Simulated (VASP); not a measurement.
# Si2W3 (P4/mbm) in VASP: single point with PBE

Aim: the single point of Si2W3 with PBE.

Program: VASP 6.6.1. These are calculated values, not measurements. Logs are shortened: lines on timing, memory, paths and dates and some standing lists are left out, and cuts for length are marked.

## (1) The cell of the first run

It takes space group P4/mbm (No. 127, tetragonal). Conventional cell: a = 6.663 Å, b = 6.663 Å, c = 3.312 Å, α = 90.00°, β = 90.00°, γ = 90.00°. Within 3.4 Å of Si (site symmetry m2m) lie 3 Si at 2.53 to 3.31 Å and 8 W at 2.55 to 2.60 Å. W (site symmetry 4/m) has 4 Si at 2.60 Å and 10 W at 3.00 to 3.31 Å within 3.4 Å. Within 3.4 Å of W (site symmetry m2m) lie 6 Si at 2.55 to 2.57 Å and 7 W at 3.00 to 3.31 Å.

## (2) Single point, PBE (strain +0.0050 x Voigt [1, 1, 0, 0, 0, 0])

INCAR

```
SYSTEM = Si2W3
ALGO     = Fast           ! electronic algorithm
EDIFF    = 1E-6           ! SCF threshold, eV
ENCUT    = 520            ! plane-wave cutoff, eV
GGA      = PE             ! functional
ISIF     = 2              ! what is computed and relaxed
ISMEAR   = 0              ! smearing method
LASPH    = .True.         ! aspherical terms in the spheres
LCHARG   = .False.        ! write CHGCAR
LREAL    = .False.        ! projectors in reciprocal space
LWAVE    = .False.        ! write WAVECAR
NBANDS   = 61             ! bands
NELM     = 80             ! most SCF steps
PREC     = Accurate       ! precision mode
SIGMA    = 0.15           ! smearing width, eV
```

KPOINTS

```
k-points
0
Gamma
  6 6 12
  0 0 0
```

POSCAR

```
Si2W3
1.0
    6.6631844682      0.0000000000      0.0000000000
    0.0000000000      6.6631844682      0.0000000000
    0.0000000000      0.0000000000      3.3123213826
Si W
4 6
Direct
    0.1342329886      0.6342329886      0.0000000000
    0.8657670114      0.3657670114      0.0000000000
    0.6342329886      0.8657670114      0.0000000000
    0.3657670114      0.1342329886      0.0000000000
    0.5000000000      0.5000000000      0.0000000000
    0.0000000000      0.0000000000      0.0000000000
    0.6595119696      0.1595119696      0.5000000000
    0.3404880304      0.8404880304      0.5000000000
    0.1595119696      0.3404880304      0.5000000000
    0.8404880304      0.6595119696      0.5000000000
```

Potentials or basis: VASP PAW PBE potentials, release 64 (Si, W_sv).

On the command line:

```
cat potpaw_PBE.64/Si/POTCAR potpaw_PBE.64/W_sv/POTCAR > POTCAR
mpirun -np 1 vasp_std > vasp.out
```

OUTCAR:

```text
SYSTEM = Si2W3
   EDIFF = 1E-6
   ENCUT = 520
   GGA = PE
   ISIF = 2
   ISMEAR = 0
   LASPH = .True.
   LREAL = .False.
   NELM = 80
   PREC = Accurate

 ion  position               nearest neighbor table
   1  0.134  0.634  0.000-   2 2.53   8 2.55   8 2.55  10 2.57   9 2.57   9 2.57  10 2.57   5 2.60
                             6 2.60
   2  0.866  0.366  0.000-   1 2.53   7 2.55   7 2.55  10 2.57   9 2.57   9 2.57  10 2.57   5 2.60
                             6 2.60
   3  0.634  0.866  0.000-   4 2.53  10 2.55  10 2.55   7 2.57   7 2.57   8 2.57   8 2.57   5 2.60
                             6 2.60
   4  0.366  0.134  0.000-   3 2.53   9 2.55   9 2.55   7 2.57   7 2.57   8 2.57   8 2.57   5 2.60
                             6 2.60
   5  0.500  0.500  0.000-   1 2.60   2 2.60   3 2.60   4 2.60   7 3.00   8 3.00   9 3.00  10 3.00
                             7 3.00   8 3.00   9 3.00  10 3.00
   6  0.000  0.000  0.000-   1 2.60   2 2.60   3 2.60   4 2.60   7 3.00   8 3.00   9 3.00  10 3.00
                             7 3.00   8 3.00   9 3.00  10 3.00
   7  0.660  0.160  0.500-   2 2.55   2 2.55   4 2.57   3 2.57   3 2.57   4 2.57   6 3.00   5 3.00
                             5 3.00   6 3.00   8 3.01
   8  0.340  0.840  0.500-   1 2.55   1 2.55   4 2.57   3 2.57   3 2.57   4 2.57   6 3.00   5 3.00
                             5 3.00   6 3.00   7 3.01
   9  0.160  0.340  0.500-   4 2.55   4 2.55   1 2.57   1 2.57   2 2.57   2 2.57   6 3.00   5 3.00
                             5 3.00   6 3.00  10 3.01
  10  0.840  0.660  0.500-   3 2.55   3 2.55   1 2.57   1 2.57   2 2.57   2 2.57   6 3.00   5 3.00
                             5 3.00   6 3.00   9 3.01

  LATTYP: Found a simple tetragonal cell.
 ALAT       =     6.6631844682
 C/A-ratio  =     0.4971078616

  Lattice vectors:

 A1 = (   6.6631844682,   0.0000000000,   0.0000000000)
 A2 = (   0.0000000000,   6.6631844682,   0.0000000000)
 A3 = (   0.0000000000,   0.0000000000,   3.3123213826)

Analysis of symmetry for initial positions (statically):
=====================================================================
 Subroutine PRICEL returns:
 Original cell was already a primitive cell.

 Routine SETGRP: Setting up the symmetry group for a
 simple tetragonal supercell.

 Subroutine GETGRP returns: Found 16 space group operations
 (whereof  8 operations were pure point group operations)
 out of a pool of 16 trial point group operations.

The static configuration has the point symmetry C_4h.
 The point group associated with its full space group is D_4h.

Analysis of symmetry for dynamics (positions and initial velocities):
=====================================================================
 Subroutine PRICEL returns:
 Original cell was already a primitive cell.

 Routine SETGRP: Setting up the symmetry group for a
 simple tetragonal supercell.

 Subroutine GETGRP returns: Found 16 space group operations
 (whereof  8 operations were pure point group operations)
 out of a pool of 16 trial point group operations.

The dynamic configuration has the point symmetry C_4h.
 The point group associated with its full space group is D_4h.

 Subroutine INISYM returns: Found 16 space group operations
 (whereof  8 operations are pure point group operations),
 and found     1 'primitive' translations

----------------------------------------------------------------------------------------

                                     Primitive cell

  volume of cell :     147.0605

  direct lattice vectors                    reciprocal lattice vectors
     6.663184468  0.000000000  0.000000000     0.150078390  0.000000000  0.000000000
     0.000000000  6.663184468  0.000000000     0.000000000  0.150078390  0.000000000
     0.000000000  0.000000000  3.312321383     0.000000000  0.000000000  0.301903072

  length of vectors
     6.663184468  6.663184468  3.312321383     0.150078390  0.150078390  0.301903072

  position of ions in fractional coordinates (direct lattice)
     0.134232989  0.634232989  0.000000000
     0.865767011  0.365767011  0.000000000
     0.634232989  0.865767011  0.000000000
     0.365767011  0.134232989  0.000000000
     0.500000000  0.500000000  0.000000000
     0.000000000  0.000000000  0.000000000
     0.659511970  0.159511970  0.500000000
     0.340488030  0.840488030  0.500000000
     0.159511970  0.340488030  0.500000000
     0.840488030  0.659511970  0.500000000

  ion indices of the primitive-cell ions
   primitive index   ion index
                 1           1
                 2           2
                 3           3
                 4           4
                 5           5
                 6           6
                 7           7
                 8           8
                 9           9
                10          10

----------------------------------------------------------------------------------------

 KPOINTS: k-points

Automatic generation of k-mesh.
 Grid dimensions read from file:
 generate k-points for:    6    6   12

 Generating k-lattice:

  Cartesian coordinates                     Fractional coordinates (reciprocal lattice)
     0.025013065  0.000000000  0.000000000     0.166666667  0.000000000  0.000000000
     0.000000000  0.025013065  0.000000000     0.000000000  0.166666667  0.000000000
     0.000000000  0.000000000  0.025158589     0.000000000  0.000000000  0.083333333

  Length of vectors
     0.025013065  0.025013065  0.025158589

  Shift w.r.t. Gamma in fractional coordinates (k-lattice)
     0.000000000  0.000000000  0.000000000

 Subroutine IBZKPT returns following result:
 ===========================================

 Found     70 irreducible k-points:

 Following reciprocal coordinates:
            Coordinates               Weight
  0.000000  0.000000  0.000000      1.000000
  0.166667  0.000000  0.000000      4.000000
  0.333333  0.000000  0.000000      4.000000
  0.500000  0.000000  0.000000      2.000000
  0.166667  0.166667  0.000000      4.000000
  0.333333  0.166667  0.000000      8.000000
[... 16 lines left out ...]
  0.333333  0.000000  0.166667      8.000000
  0.500000  0.000000  0.166667      4.000000
 [... further k-points ...]
   k-points           NKPTS =     70   k-points in BZ     NKDIM =     70   number of bands    NBANDS=     61
   number of dos      NEDOS =    301   number of ions     NIONS =     10
   total plane-waves  NPLWV =  70000
   dimension x,y,z NGX =    50 NGY =   50 NGZ =   28
   dimension x,y,z NGXF=   100 NGYF=  100 NGZF=   56
   ions per type =               4   6
   NGX,Y,Z   is equivalent  to a cutoff of  12.47, 12.47, 14.05 a.u.
   NGXF,Y,Z  is equivalent  to a cutoff of  24.95, 24.95, 28.11 a.u.
 SYSTEM =  Si2W3
   PREC   = accura    normal or accurate (medium, high low for compatibility)
   ISTART =      0    job   : 0-new  1-cont  2-samecut
   ICHARG =      2    charge: 1-file 2-atom 10-const
   ISPIN  =      1    spin polarized calculation?
   LNONCOLLINEAR =      F non collinear calculations
   LSORBIT =      F    spin-orbit coupling
   LASPH  =      T    aspherical Exc in radial PAW
   ENCUT  =  520.0 eV  38.22 Ry    6.18 a.u.  12.39 12.39  6.16*2*pi/ulx,y,z
   NELM   =     80;   NELMIN=  2; NELMDL= -5     # of ELM steps
   EDIFF  = 0.1E-05   stopping-criterion for ELM
   LREAL  =      F    real-space projection
[... 7 lines left out ...]
   TEBEG  =    0.0;   TEEND  =   0.0 temperature during run
   PSTRESS=    0.0 pullay stress
   NELECT =     100.0000    total number of electrons
   NUPDOWN=      -1.0000    fix difference up-down
   EMIN   =  10.00;   EMAX   =-10.00  energy-range for DOS
   EFERMI =   0.00;   METHOD = LEGACY
   ISMEAR =     0;   SIGMA  =   0.15  broadening in eV -4-tet -1-fermi 0-gaus
   EFERMI_NEDOS =   21; number of points for ismear=-14 and -15
   IALGO  =     68    algorithm
   IMIX   =      4    mixing-type and parameters
     AMIX     =   0.40;   BMIX     =  1.00
     AMIX_MAG =   1.60;   BMIX_MAG =  1.00
  volume/ion in A,a.u.               =      14.71        99.24
  Fermi-wavevector in a.u.,A,eV,Ry     =   1.439603  2.720455 28.197492  2.072457
  Thomas-Fermi vector in A             =   2.558440
   LORBIT       =      0    0 simple, 1 ext, 2 COOP (PROOUT), +10 PAW based schemes
   GGA     = PE    functional components
   LHFCALC =     F    Hartree Fock is set to
   AEXX    =    0.0000 exact exchange contribution
   IVDW    =     0    specifies the selected vdW correction
   LEPSILON=     F    determine dielectric tensor
   LRPA    =     F    only Hartree local field effects (RPA)
 non-spin polarized calculation
 RMM-DIIS sequential band-by-band and
 Gauss-broadening in eV      SIGMA  =   0.15
  energy-cutoff  :      520.00
  volume of cell :      147.06
 maximum number of plane-waves:      4005
 NGX is ok and might be reduce to    50
   NGX = 25   NGY = 25   NGZ = 13

 number of electron     100.0000000 magnetization

 number of electron      99.9999975 magnetization

 Free energy of the ion-electron system (eV)
  ---------------------------------------------------
  ext. energy  EPLUGINS =         0.00000000
  ---------------------------------------------------
  free energy    TOTEN  =       -99.28679858 eV

  energy without entropy =      -99.22034712  energy(sigma->0) =      -99.25357285

 E-fermi :  11.5799     XC(G=0): -12.8942

 val. band max:       11.5740688076   @ k =   0.5000   0.5000   0.0000
 cond. band min:      11.5809385338   @ k =   0.5000   0.3333   0.0000
 fundamental gap:      0.0068697261
 Fermi energy:        11.5799386399

 k-point     1 :       0.0000    0.0000    0.0000
  band No.  band energies     occupation
      1     -62.7988      2.00000
      2     -62.7930      2.00000
      3     -62.7854      2.00000
      4     -62.7854      2.00000
      5     -62.5318      2.00000
      6     -62.5294      2.00000
[... 53 lines left out ...]
     60      13.0813      0.00000
     61      13.0814      0.00000

 k-point     2 :       0.1667    0.0000    0.0000
  band No.  band energies     occupation
      1     -62.7984      2.00000
      2     -62.7933      2.00000
      3     -62.7855      2.00000
      4     -62.7855      2.00000
      5     -62.5317      2.00000
      6     -62.5295      2.00000
[... 1406 lines left out ...]
      5     -62.5298      2.00000
      6     -62.5298      2.00000
[... 53 lines left out ...]
     60      13.7322      0.00000
     61      14.2775      0.00000

 [... further k-points ...]
[... 5 lines left out ...]
  --------------------------------------------------------------------------------------
  -------------------------------------------------------------------------------------
  Total       -2.4635129     -2.4635129     -1.6181194      0.0000000      0.0000000      0.0000000
  in kB      -26.8391822    -26.8391822    -17.6288912      0.0000000      0.0000000      0.0000000
  external PRESSURE =     -23.7690852 kB  Pullay stress =       0.0000000 kB

 VOLUME and BASIS-vectors are now :
 -----------------------------------------------------------------------------
  energy-cutoff  :      520.00
  volume of cell :      147.06
      direct lattice vectors                 reciprocal lattice vectors
     6.663184468  0.000000000  0.000000000     0.150078390  0.000000000  0.000000000
     0.000000000  6.663184468  0.000000000     0.000000000  0.150078390  0.000000000
     0.000000000  0.000000000  3.312321383     0.000000000  0.000000000  0.301903072

 POSITION                                       TOTAL-FORCE (eV/Angst)
 -----------------------------------------------------------------------------------
      0.89442      4.22601      0.00000         0.008975      0.008975      0.000000
      5.76877      2.43717      0.00000        -0.008975     -0.008975      0.000000
      4.22601      5.76877      0.00000         0.008975     -0.008975      0.000000
      2.43717      0.89442      0.00000        -0.008975      0.008975     -0.000000
      3.33159      3.33159      0.00000         0.000000      0.000000      0.000000
      0.00000      0.00000      0.00000         0.000000      0.000000      0.000000
      4.39445      1.06286      1.65616        -0.024834     -0.024834      0.000000
      2.26873      5.60033      1.65616         0.024834      0.024834      0.000000
      1.06286      2.26873      1.65616        -0.024834      0.024834     -0.000000
      5.60033      4.39445      1.65616         0.024834     -0.024834      0.000000
 -----------------------------------------------------------------------------------
    total drift:                               -0.000000     -0.000000      0.000000

  FREE ENERGIE OF THE ION-ELECTRON SYSTEM (eV)
  ---------------------------------------------------
  free  energy   TOTEN  =       -99.2867985833 eV

  energy  without entropy=      -99.2203471164  energy(sigma->0) =      -99.25357285
```

Wall time 24 min (1 thread of Oxide Virtual Turin-like, shared host); peak memory 0.51 GiB.

What came out:

| Item | Value |
| --- | --- |
| Free energy | -99.2868 eV |
| Pressure | -2.4 GPa |
| Largest force | 0.035 eV/Å |
| Band gap on the k mesh | zero (bands 50 and 51 overlap by 1.62 eV) |

Forces in eV/Å, atoms in the order of the input:
```
Si   0.009  0.009  0.000
Si  -0.009 -0.009  0.000
Si   0.009 -0.009  0.000
Si  -0.009  0.009  0.000
W    0.000  0.000  0.000
W    0.000  0.000  0.000
W   -0.025 -0.025  0.000
W    0.025  0.025  0.000
W   -0.025  0.025  0.000
W    0.025 -0.025  0.000
```

Stress tensor (GPa, compression positive):
```
-2.68  0.00  0.00
 0.00 -2.68  0.00
 0.00  0.00 -1.76
```

Levels at points of the mesh, in eV from the Fermi level:
| k point | band 46 | band 47 | band 48 | band 49 | band 50 | band 51 | band 52 | band 53 | band 54 | band 55 |
| --- | --- | --- | --- | --- | --- | --- | --- | --- | --- | --- |
| (0.00, 0.00, 0.00) | -1.08 | -0.81 | -0.81 | -0.57 | -0.14 | -0.14 | 0.14 | 0.81 | 0.84 | 0.84 |
| (0.50, 0.00, 0.00) | -1.57 | -0.97 | -0.97 | -0.71 | -0.71 | -0.66 | -0.66 | 0.50 | 0.50 | 0.87 |
| (0.50, 0.50, 0.00) | -2.14 | -1.38 | -1.38 | -0.07 | -0.07 | -0.01 | -0.01 | 0.03 | 0.03 | 0.17 |
| (0.00, 0.00, 0.50) | -2.03 | -2.03 | -1.51 | -1.42 | -1.40 | 1.65 | 1.85 | 1.85 | 1.87 | 2.11 |
| (0.50, 0.00, 0.50) | -2.04 | -0.44 | -0.44 | 0.04 | 0.04 | 0.59 | 0.59 | 1.74 | 1.74 | 2.07 |
| (0.50, 0.50, 0.50) | -3.02 | -0.22 | -0.22 | 0.96 | 0.96 | 1.28 | 1.28 | 1.39 | 1.39 | 1.75 |

Caveat: the cell differs from its parent crystal (strain +0.0050 x Voigt [1, 1, 0, 0, 0, 0]); spin-orbit coupling is left out, which moves the levels of the heavy elements.
